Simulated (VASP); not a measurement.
Runs of VASP 6.6.1 on ZnS. The structure is that of space group F-43m (No. 216), or close to it. The cells are those of the table. 

```tsv
task	cell	k mesh	cutoff (eV)	smearing	gap on the mesh (eV)	pressure (GPa)
single point	a = 3.887, b = 3.887, c = 3.826 Å, angles 59.5, 59.5, 90.0°, 2 atoms	8 × 8 × 8	520	gaussian 0.01 eV	2.51	-2.0
single point	a = 3.849, b = 3.849, c = 3.818 Å, angles 59.7, 59.7, 90.0°, 2 atoms	8 × 8 × 8	520	gaussian 0.01 eV	(a)	-1.1
single point	a = 3.811 Å, angles 60.0, 60.0, 90.0°, 2 atoms	12 × 12 × 12	520	fermi-dirac 0.08 eV	2.71	0.0
relaxation of cell and atoms	relaxed from a = 3.821 Å, angles 60.0, 60.0, 90.0°, 2 atoms	12 × 12 × 12	600	fermi-dirac 0.08 eV	2.71	0.0
```

Alike in all rows: level r2SCAN; potentials or basis VASP PAW PBE potentials, release 64 (Zn, S); no spin polarisation.

Task: Fill in the values left out.

Result: (a) 2.61.

Caveats: the PAW data sets were made with another functional, which shifts forces and pressure a little.

A k mesh can miss the band edges.
